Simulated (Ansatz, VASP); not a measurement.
## In: VASP beside Ansatz

INCAR

```
SYSTEM = In
PREC = Accurate
ENCUT = 600
EDIFF = 1E-7
ISMEAR = 0
SIGMA = 0.1
LREAL = .False.
LASPH = .True.
NELM = 80
ALGO = Fast
ISIF = 3
LWAVE = .False.
LCHARG = .False.
GGA = PE
IBRION = 2
NSW = 90
EDIFFG = -0.04
```

The input KPOINTS:

```
regular mesh
0
Gamma
  6 6 6
  0 0 0
```

POSCAR

```
In
1.0
    1.5787467680     -2.9225685379      0.0000000000
    1.5787467680      2.9225685379      0.0000000000
    0.0000000000      0.0000000000      3.0390572238
In
1
Direct
    0.0000000000      0.0000000000      0.0000000000
```

Input for Ansatz:

```yaml
crystal:
  lattice:
    - [1.578746768, -2.9225685379, 0.0]
    - [1.578746768, 2.9225685379, 0.0]
    - [0.0, 0.0, 3.0390572238]
  atoms:
    - { symbol: In, position: [0.0, 0.0, 0.0] }
basis:
  ecutwfc: 420
kpoints:
  mp_grid: { grid: [6, 6, 6] }
hamiltonian:
  xc: pbe
scf:
  occupations: { method: gaussian, width: 0.1 }
  lower_state_search: "off"
output:
  forces: true
  stress: true
  eigenvalues: true
relax:
  adjacent_minimum: "off"
  f_tol: 0.04
  max_steps: 70
  cell: { stress_tol: 0.4 }
```

Alike in both runs: task relaxation of cell and atoms; functional PBE; k mesh 6 × 6 × 6; occupations gaussian, width 0.1 eV; no spin polarisation.

|  | VASP | Ansatz |
| --- | --- | --- |
| version | VASP 6.6.1 | Ansatz 0.2.0 |
| potentials or method | VASP PAW PBE potentials, release 64 (In_d), cutoff 600 eV | scalar-relativistic, plane waves, PAW |
| valence electrons in the cell | 13 | 13 |

```csv
,VASP,Ansatz,Ansatz less VASP
"gap on the k mesh at the Fermi level, each at its own relaxed structure (eV)",none,none,-
relaxed volume (Å³/atom),28.36,28.48,+0.115
relaxed cell length with the largest relative difference (Å),3.274,3.286,+0.0112
```

A gap of «none» marks a metal or a gap that the smearing closes.

The k mesh is coarse, so the values compare programs but aren't converged.
